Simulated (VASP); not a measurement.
Sb:

```
Sb
1.0
     3.14308    0.00000    0.00000
     0.00000    4.37631    0.00000
    -0.03917    0.00000    4.43503
Sb
2
Direct
  0.01139 0.25000 0.24117
  0.98861 0.75000 0.75883
```

Base run:

```yaml
Program: VASP 6.6.1
Functional: PBEsol
Potentials_or_basis: VASP PAW PBE potentials, release 64 (Sb)
Cutoff: 520 eV
k_mesh: 9 × 6 × 6
Occupations: fermi-dirac, width 0.05 eV
Spin: no spin polarisation
```

Its results: band gap on the k mesh zero (bands 5 and 6 overlap by 8.14 eV); pressure -3.1 GPa; largest force 0.035 eV/Å.

**Question.** The run is repeated on the same cell with these changes: functional from PBEsol to r2SCAN. What comes out?

**Answer.** Band gap on the k mesh zero (bands 5 and 6 overlap by 8.65 eV); pressure -1.8 GPa; largest force 0.048 eV/Å.

Caveats: the PAW data sets were made with another functional, which shifts forces and pressure a little; spin-orbit coupling is left out, which moves the levels of the heavy elements; the cell stands under tension (at least some runs).
